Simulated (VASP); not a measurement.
A run of VASP 6.6.1 is set up as follows.

The input INCAR:

```
SYSTEM = HfO2
PREC = Accurate
ENCUT = 600
EDIFF = 1E-7
ISMEAR = -1
SIGMA = 0.05
LREAL = .FALSE.
LASPH = .TRUE.
NELM = 100
ALGO = Normal
ISIF = 3
LWAVE = .FALSE.
LCHARG = .FALSE.
GGA = PS
IBRION = 2
NSW = 80
EDIFFG = -0.005
```

The input KPOINTS:

```
Automatic mesh
0
G
  9 9 9
  0 0 0
```

Contents of POSCAR:

```
HfO2
1.0
    0.0000000000      2.5575000000      2.5575000000
    2.5575000000      0.0000000000      2.5575000000
    2.5575000000      2.5575000000      0.0000000000
Hf O
1 2
Direct
    0.0000000000      0.0000000000      0.0000000000
    0.7500000000      0.7500000000      0.7500000000
    0.2500000000      0.2500000000      0.2500000000
```

Potentials or basis: VASP PAW PBE potentials, release 64 (Hf_pv, O).

Launch:

```sh
$ cat potpaw_PBE.64/Hf_pv/POTCAR potpaw_PBE.64/O/POTCAR > POTCAR
$ mpirun -np 1 vasp_std > vasp.out
```

What does it give for the space group after relaxing (to 0.05 Å)?

Fm-3m (No. 225).

What does it give for the relaxed volume?

10.53 Å³/atom.

Predict the band gap on the k mesh.

3.87 eV, indirect (least direct gap 3.99 eV).

Final structure:
```cif
data_structure
_symmetry_space_group_name_H-M 'P 1'
_symmetry_Int_Tables_number 1
_cell_length_a 3.5487
_cell_length_b 3.5487
_cell_length_c 3.5487
_cell_angle_alpha 60.000
_cell_angle_beta 60.000
_cell_angle_gamma 60.000
_cell_volume 31.60
loop_
_atom_site_label
_atom_site_type_symbol
_atom_site_fract_x
_atom_site_fract_y
_atom_site_fract_z
_atom_site_occupancy
Hf1 Hf 0.00000 0.00000 0.00000 1
O1 O 0.75000 0.75000 0.75000 1
O2 O 0.25000 0.25000 0.25000 1
```

Caveat: the PAW data sets were made with another functional, which shifts forces and pressure a little; spin-orbit coupling is left out, which moves the levels of the heavy elements. A k mesh can miss the band edges.
